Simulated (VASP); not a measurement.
## Au: single point with BLYP

The system is Au.

```xyz
2
Lattice="3.0572 0.0000 0.0000 -1.5286 2.6476 0.0000 0.0000 0.0000 5.2002" Properties=species:S:1:pos:R:3 pbc="T T T"
Au    0.0000    1.7651    1.3001
Au    1.5286    0.8825    3.9002
```

This cell differs from its parent crystal: volume scaled by 1.08.

```yaml
Program: VASP 6.6.1
Task: single point
Functional: BLYP
Potentials_or_basis: VASP PAW PBE potentials, release 64 (Au)
Cutoff: 520 eV
k_mesh: 14 × 14 × 7
Occupations: fermi-dirac, width 0.1 eV
Spin: no spin polarisation
```

```
Pressure               : -5.8 GPa
Band gap on the k mesh : zero (band 11 reaches 9.61 eV, above the bottom of band 12 at 4.61 eV)
```

Stress tensor (GPa, compression positive):
```
-5.88  0.00  0.00
 0.00 -5.88  0.00
 0.00  0.00 -5.60
```

Levels at points of the mesh, in eV from the Fermi level:
```
           k point  band 9  band 10  band 11  band 12  band 13  band 14
(0.00, 0.00, 0.00)   -2.97    -2.07    -2.07    -0.12     1.55    14.92
(0.50, 0.00, 0.00)   -1.82    -1.70     0.48     1.13     5.14     5.75
```

Wall time 44 s on 1 thread of Intel(R) Xeon(R) Platinum 8488C (Sapphire Rapids) (shared host), peak memory 0.19 GiB.

Caveat: the PAW data sets were made with another functional, which shifts forces and pressure a little; spin-orbit coupling is left out, which moves the levels of the heavy elements.
